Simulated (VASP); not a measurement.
The system is InAs.

```
In As
1.0
     0.00000    3.02400    3.02400
     3.02400    0.00000    3.02400
     3.02400    3.02400    0.00000
In As
1 1
Direct
  0.00000 0.00000 0.00000
  0.75000 0.75000 0.75000
```

| Item | Value |
| --- | --- |
| Program | VASP 6.6.1 |
| Task | relaxation of cell and atoms |
| Functional | PBE |
| Potentials or basis | VASP PAW PBE potentials, release 64 (In_d, As) |
| Cutoff | 600 eV |
| k mesh | 12 × 12 × 12 |
| Occupations | gaussian, width 0.1 eV |
| Spin | no spin polarisation |

At the start: pressure 4.0 GPa; volume 27.65 Å³/atom.

**Question.** Where does the relaxation end?

**Answer.** Over 3 steps the energy falls by 22.8 meV/atom and the volume is 29.62 Å³/atom (+7.1 %); space group F-43m (No. 216, to 0.1 Å) before and after.

Step by step:
```tsv
step	energy change (eV)	largest force (eV/Å)	pressure (GPa)	volume (Å³)
1	0.0000	0.0000	3.96	55.31
2	-0.0386	0.0000	-1.29	60.96
3	-0.0457	0.0000	0.01	59.25
```

Final structure:
```cif
data_structure
_symmetry_space_group_name_H-M 'P 1'
_symmetry_Int_Tables_number 1
_cell_length_a 4.3758
_cell_length_b 4.3758
_cell_length_c 4.3758
_cell_angle_alpha 60.000
_cell_angle_beta 60.000
_cell_angle_gamma 60.000
_cell_volume 59.25
loop_
_atom_site_label
_atom_site_type_symbol
_atom_site_fract_x
_atom_site_fract_y
_atom_site_fract_z
_atom_site_occupancy
In1 In 0.00000 0.00000 0.00000 1
As1 As 0.75000 0.75000 0.75000 1
```
